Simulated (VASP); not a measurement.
**GaP: G0W0 quasiparticle levels with PBE**

The system is GaP.

```xyz
2
Lattice="0.0000 2.7255 2.7255 2.7255 0.0000 2.7255 2.7255 2.7255 0.0000" Properties=species:S:1:pos:R:3 pbc="T T T"
Ga    0.0000    0.0000    0.0000
P     1.3627    1.3627    1.3627
```

```json
{
 "Program": "VASP 6.6.1",
 "Task": "G0W0 quasiparticle levels",
 "Functional": "PBE",
 "Potentials or basis": "VASP PAW PBE potentials, release 64 (Ga_d_GW, P_GW)",
 "Cutoff": "500 eV",
 "k mesh": "2 × 2 × 2",
 "Occupations": "gaussian, width 0.01 eV",
 "Spin": "no spin polarisation",
 "Dipole correction": "no",
 "GW scheme": "G0W0",
 "GW iterations": "1",
 "Cutoff of the response function": "200",
 "Frequency points": "48",
 "Empty bands": "782",
 "Further INCAR settings": "ALGO = EVGW0; EDIFF = 1e-08; NBANDS = 791"
}
```

| Property | Result |
| --- | --- |
| Band gap on the k mesh, mean-field level | 1.46 eV, indirect (least direct gap 1.76 eV) |
| Quasiparticle gap | 1.89 eV |
| Least direct quasiparticle gap | 2.65 eV |

Levels at points of the mesh, in eV from the valence-band top:
```tsv
k point	band 7	band 8	band 9	band 10	band 11	band 12
(0.00, 0.00, 0.00)	0.00	0.00	0.00	1.76	3.65	3.65
(0.50, 0.00, 0.00)	-6.79	-1.17	-1.17	1.53	4.50	4.50
(0.50, 0.50, 0.00)	-6.95	-2.78	-2.78	1.46	1.67	10.45
```

Wall time 62 s on 1 thread of AMD EPYC 9R45 96-Core Processor (Zen 5), with other jobs on the host, peak memory 0.31 GiB.

Caveat: the k points lie up to 1.00 Å⁻¹ apart; bands, screening cutoff and mesh are small and nothing is extrapolated, so the quasiparticle values aren't converged. A k mesh can miss the band edges.
